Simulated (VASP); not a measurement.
# B2O (P-3m1) in VASP: notebook, part 2 of 2

VASP 6.6.1. The steps go on from the part before.

## 3. Relaxation of shape and atoms at fixed volume, PBEsol (9.64 Å³/atom)

This run uses another cell than the first one, of 9.64 Å³/atom.

The input, INCAR:

```
SYSTEM = B2O
PREC = Accurate ; ENCUT = 600
EDIFF = 1E-6 ; ISMEAR = 0
SIGMA = 0.1 ; LREAL = .False.
LASPH = .True. ; NELM = 100
ALGO = Normal ; ISIF = 4
LWAVE = .False. ; LCHARG = .False.
GGA = PS ; IBRION = 2
NSW = 50 ; EDIFFG = -0.01
```

The input, KPOINTS:

```
regular mesh
0
Gamma
  18 18 4
  0 0 0
```

The input, POSCAR:

```
B2O
1.0
    2.5472618169      0.0000000000      0.0000000000
   -1.2736309085      2.2059934435      0.0000000000
    0.0000000000      0.0000000000     10.2966814470
B O
4 2
Direct
    0.0000000000      0.0000000000      0.4141650252
    0.0000000000      0.0000000000      0.5858349748
    0.6666666667      0.3333333333      0.0309257081
    0.3333333333      0.6666666667      0.9690742919
    0.6666666667      0.3333333333      0.3596238530
    0.3333333333      0.6666666667      0.6403761470
```

Potentials or basis: VASP PAW PBE potentials, release 64 (B, O).

Command:

```
cat potpaw_PBE.64/B/POTCAR potpaw_PBE.64/O/POTCAR > POTCAR
mpirun -np 1 vasp_std > vasp.out
```

OUTCAR:

```text
SYSTEM = B2O
   PREC = Accurate
   ENCUT = 600
   EDIFF = 1E-6
   ISMEAR = 0
   LREAL = .False.
   LASPH = .True.
   NELM = 100
   ISIF = 4
   GGA = PS
   IBRION = 2
   NSW = 50
   EDIFFG = -0.01

 ion  position               nearest neighbor table
   1  0.000  0.000  0.414-   5 1.57   5 1.57   5 1.57   2 1.77
   2  0.000  0.000  0.586-   6 1.57   6 1.57   6 1.57   1 1.77
   3  0.667  0.333  0.031-   4 1.60   4 1.60   4 1.60
   4  0.333  0.667  0.969-   3 1.60   3 1.60   3 1.60
   5  0.667  0.333  0.360-   1 1.57   1 1.57   1 1.57
   6  0.333  0.667  0.640-   2 1.57   2 1.57   2 1.57

  LATTYP: Found a hexagonal cell.
 ALAT       =     2.5472618169
 C/A-ratio  =     4.0422548553

  Lattice vectors:

 A1 = (   2.5472618169,   0.0000000000,   0.0000000000)
 A2 = (  -1.2736309085,   2.2059934435,   0.0000000000)
 A3 = (   0.0000000000,   0.0000000000,  10.2966814470)

Analysis of symmetry for initial positions (statically):
=====================================================================
 Subroutine PRICEL returns:
 Original cell was already a primitive cell.

 Routine SETGRP: Setting up the symmetry group for a
 hexagonal supercell.

 Subroutine GETGRP returns: Found 12 space group operations
 (whereof 12 operations were pure point group operations)
 out of a pool of 24 trial point group operations.

The static configuration has the point symmetry D_3d.

[... 167 lines left out ...]
  free energy    TOTEN  =       -41.52900127 eV

  energy without entropy =      -41.52263575  energy(sigma->0) =      -41.52581851

 E-fermi :   3.9996     XC(G=0): -10.0362

 val. band max:        3.9477784529   @ k =   0.1667   0.1111   0.5000
 cond. band min:       4.0042171160   @ k =   0.0000   0.4444   0.2500
 fundamental gap:      0.0564386631
 Fermi energy:         3.9996131791

 k-point     1 :       0.0000    0.0000    0.0000
  band No.  band energies     occupation
      1     -20.3942      2.00000
      2     -19.8826      2.00000
      3      -9.0884      2.00000
      4      -7.3174      2.00000
      5      -3.1008      2.00000
      6      -1.9454      2.00000
[... 560 lines left out ...]
  FREE ENERGIE OF THE ION-ELECTRON SYSTEM (eV)
  ---------------------------------------------------
  free  energy   TOTEN  =       -41.5438643104 eV

  energy  without entropy=      -41.5380652738  energy(sigma->0) =      -41.54096479

[... ionic steps 4 to 8 ...]

--------------------------------------- Ionic step        9  -------------------------------------------

 number of electron      23.9999993 magnetization

------------------------ aborting loop because EDIFF is reached ----------------------------------------
[... 75 lines left out ...]
--------------------------------------- Ionic step       11  -------------------------------------------

 number of electron      23.9999993 magnetization

 Free energy of the ion-electron system (eV)
  ---------------------------------------------------
  ext. energy  EPLUGINS =         0.00000000
  ---------------------------------------------------
  free energy    TOTEN  =       -41.54949438 eV

  energy without entropy =      -41.54291364  energy(sigma->0) =      -41.54620401

 E-fermi :   3.9263     XC(G=0):  -9.9628

 val. band max:        3.9164699899   @ k =   0.5000   0.0000   0.0000
 cond. band min:       3.9517046132   @ k =  -0.0556   0.4444   0.2500
 fundamental gap:      0.0352346233
 Fermi energy:         3.9263492848

 k-point     1 :       0.0000    0.0000    0.0000
  band No.  band energies     occupation
      1     -20.5878      2.00000
      2     -20.0447      2.00000
      3      -9.2480      2.00000
      4      -7.4602      2.00000
      5      -3.1527      2.00000
      6      -2.0038      2.00000
[... 480 lines left out ...]
  FREE ENERGIE OF THE ION-ELECTRON SYSTEM (eV)
  ---------------------------------------------------
  free  energy   TOTEN  =       -41.5494943776 eV

  energy  without entropy=      -41.5429136404  energy(sigma->0) =      -41.54620401

 reached required accuracy - stopping structural energy minimisation
```

OSZICAR:

```text
N       E                     dE             d eps       ncg     rms          rms(c)
DAV:   1     0.113948210031E+03    0.11395E+03   -0.13557E+04  4416   0.154E+03
DAV:   2    -0.384516161741E+02   -0.15240E+03   -0.14981E+03  5920   0.291E+02
DAV:   3    -0.445607326977E+02   -0.61091E+01   -0.60779E+01  6240   0.647E+01
[... 87 lines left out ...]
       N       E                     dE             d eps       ncg     rms          rms(c)
DAV:   1    -0.415495324411E+02   -0.34208E-03   -0.15560E-02  4504   0.104E+00    0.427E-02
DAV:   2    -0.415495107188E+02    0.21722E-04   -0.13561E-04  6320   0.912E-02    0.273E-02
DAV:   3    -0.415494949697E+02    0.15749E-04   -0.44744E-05  5912   0.529E-02    0.694E-03
DAV:   4    -0.415494943776E+02    0.59205E-06   -0.39653E-06  5368   0.159E-02
  11 F= -.41549494E+02 E0= -.41546204E+02  d E =-.530566E-04
```

CONTCAR:

```text
B2O
   1.00000000000000
     2.5308017445837607    0.0000000000028822   -0.0000000000000000
    -1.2654008723390611    2.1917386027272783   -0.0000000000000000
    -0.0000000000000000   -0.0000000000000000   10.4310541019620917
  B               O
     4     2
Direct
     0.0000000000000000    0.0000000000000000    0.4160972485782797
     0.0000000000000000    0.0000000000000000    0.5839027514217203
     0.6666666667000030    0.3333333332999970    0.0294510873931656
     0.3333333332999970    0.6666666667000030    0.9705489126068344
     0.6666666667000030    0.3333333332999970    0.3629487697810430
     0.3333333332999970    0.6666666667000030    0.6370512302189570

  0.00000000E+00  0.00000000E+00  0.00000000E+00
  0.00000000E+00  0.00000000E+00  0.00000000E+00
  0.00000000E+00  0.00000000E+00  0.00000000E+00
  0.00000000E+00  0.00000000E+00  0.00000000E+00
  0.00000000E+00  0.00000000E+00  0.00000000E+00
  0.00000000E+00  0.00000000E+00  0.00000000E+00
```

Wall time 11 min (1 thread of Intel Xeon Platinum 8259CL at 2.50GHz (Skylake/Cascade Lake), shared host); peak memory 0.27 GiB.

What came out:

| Quantity | Value |
| --- | --- |
| Free energy | -41.5495 eV |
| Energy gained by relaxing | 3.4 meV/atom |
| Ionic steps | 11 |
| Pressure after relaxing | -0.4 GPa |
| Largest force after relaxing | 0.005 eV/Å |
| Band gap on the k mesh | zero (bands 12 and 13 overlap by 3.45 eV) |

Forces on the atoms (eV/Å):
```
B    0.000  0.000 -0.001
B    0.000  0.000  0.001
B    0.000  0.000  0.005
B    0.000  0.000 -0.005
O    0.000  0.000  0.004
O    0.000  0.000 -0.004
```

Step by step:
```
step  energy change (eV)  largest force (eV/Å)  pressure (GPa)  volume (Å³)
   1              0.0000                0.3671           -4.57        57.86
   2             -0.0142                0.2628           -2.31        57.86
   3             -0.0149                0.3225           -1.72        57.86
   4             -0.0155                0.2951           -0.58        57.86
   5             -0.0177                0.1035           -1.11        57.86
   6             -0.0190                0.0501           -0.93        57.86
   7             -0.0193                0.0271           -0.76        57.86
   8             -0.0201                0.0248           -0.58        57.86
   9             -0.0204                0.0446           -0.38        57.86
  10             -0.0202                0.1115           -0.41        57.86
  11             -0.0205                0.0053           -0.41        57.86
```

Final structure:
```yaml
crystal:
  lattice:
    - [2.53080, 0.00000, 0.00000]
    - [-1.26540, 2.19174, 0.00000]
    - [0.00000, 0.00000, 10.43105]
  atoms:
    - { symbol: B, position: [0.00000, 0.00000, 0.41610] }
    - { symbol: B, position: [0.00000, 0.00000, 0.58390] }
    - { symbol: B, position: [0.66667, 0.33333, 0.02945] }
    - { symbol: B, position: [0.33333, 0.66667, 0.97055] }
    - { symbol: O, position: [0.66667, 0.33333, 0.36295] }
    - { symbol: O, position: [0.33333, 0.66667, 0.63705] }
```

Caveat: the PAW data sets were made with another functional, which shifts forces and pressure a little; this functional lacks dispersion, which binds layers or chains, so the pressure and a relaxed spacing across them are unreliable.

The gap in the log of VASP goes by the Fermi energy; the results here count the filled bands.